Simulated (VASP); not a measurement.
Input of a VASP 6.6.1 run:

The input INCAR:

```
ALGO = Normal ; EDIFF = 1E-6
ENCUT = 520 ; GGA = PS
ISIF = 2 ; ISMEAR = -1
LASPH = T ; LCHARG = T
LELF = T ; LREAL = F
LVHAR = T ; LWAVE = F
NBANDS = 39 ; NELM = 80
PREC = Accurate ; SIGMA = 0.03
```

Contents of KPOINTS:

```
k-points
0
Gamma
  4 4 2
```

File POSCAR:

```
ScPbBr5
1.0
    4.9779365513      0.0000000000      0.0000000000
    0.0000000000      4.9779365513      0.0000000000
    0.0000000000      0.0000000000      7.5289127581
Sc Pb Br
1 1 5
Direct
    0.5000000000      0.5000000000      0.0000000000
    0.0000000000      0.0000000000      0.5000000000
    0.0000000000      0.5000000000      0.2546651202
    0.0000000000      0.5000000000      0.7453348798
    0.5000000000      0.0000000000      0.2546651202
    0.5000000000      0.0000000000      0.7453348798
    0.0000000000      0.0000000000      0.0000000000
```

Potentials or basis: VASP PAW PBE potentials, release 64 (Sc_sv, Pb_d, Br).

Command:

```bash
$ cat potpaw_PBE.64/Sc_sv/POTCAR potpaw_PBE.64/Pb_d/POTCAR potpaw_PBE.64/Br/POTCAR > POTCAR
$ mpirun -np 1 vasp_std > vasp.out
```

Problem. Estimate the largest force.

Solution. 0.005 eV/Å.

Problem. Estimate the pressure.

Solution. 0.0 GPa.

Problem. Predict the band gap on the k mesh.

Solution. Zero (bands 30 and 31 overlap by 0.03 eV).

Forces in eV/Å, atoms in the order of the input:
```
Sc   0.000  0.000  0.000
Pb   0.000  0.000  0.000
Br   0.000  0.000  0.005
Br   0.000  0.000 -0.005
Br   0.000  0.000  0.005
Br   0.000  0.000 -0.005
Br   0.000  0.000  0.000
```

Caveat: the k points lie up to 0.42 Å⁻¹ apart; the PAW data sets were made with another functional, which shifts forces and pressure a little; spin-orbit coupling is left out, which moves the levels of the heavy elements.
